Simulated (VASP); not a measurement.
Input of a VASP 6.6.1 run:

Contents of INCAR:

```
SYSTEM = HfO2
PREC = Accurate ; ENCUT = 520
EDIFF = 1E-7 ; ISMEAR = 0
SIGMA = 0.05 ; LREAL = .FALSE.
LASPH = .TRUE. ; NELM = 80
ALGO = Normal ; ISIF = 2
LWAVE = .FALSE. ; LCHARG = .FALSE.
GGA = PE ; NBANDS = 18
```

KPOINTS

```
Automatic mesh
0
G
  8 8 8
  0 0 0
```

POSCAR

```
HfO2
1.0
    0.0000000000      2.9524180844      1.9190717548
    2.9524180844      0.0000000000      1.9190717548
    2.9524180844      2.9524180844      0.0000000000
Hf O
1 2
Direct
    0.0000000000      0.0000000000      0.0000000000
    0.2500000000      0.2500000000      0.2500000000
    0.7500000000      0.7500000000      0.7500000000
```

Potentials or basis: VASP PAW PBE potentials, release 64 (Hf_pv, O).

The run is started by

```sh
$ cat potpaw_PBE.64/Hf_pv/POTCAR potpaw_PBE.64/O/POTCAR > POTCAR
$ mpirun -np 1 vasp_std > vasp.out
```

Question: What does it give for the band gap on the k mesh?

Answer: Zero (band 11 reaches 6.70 eV, above the bottom of band 12 at 5.90 eV).

Question: Estimate the pressure.

Answer: -0.2 GPa.

Stress tensor (GPa, compression positive):
```
-32.21   0.00   0.00
  0.00 -32.21   0.00
  0.00   0.00  63.81
```

Caveat: spin-orbit coupling is left out, which moves the levels of the heavy elements.
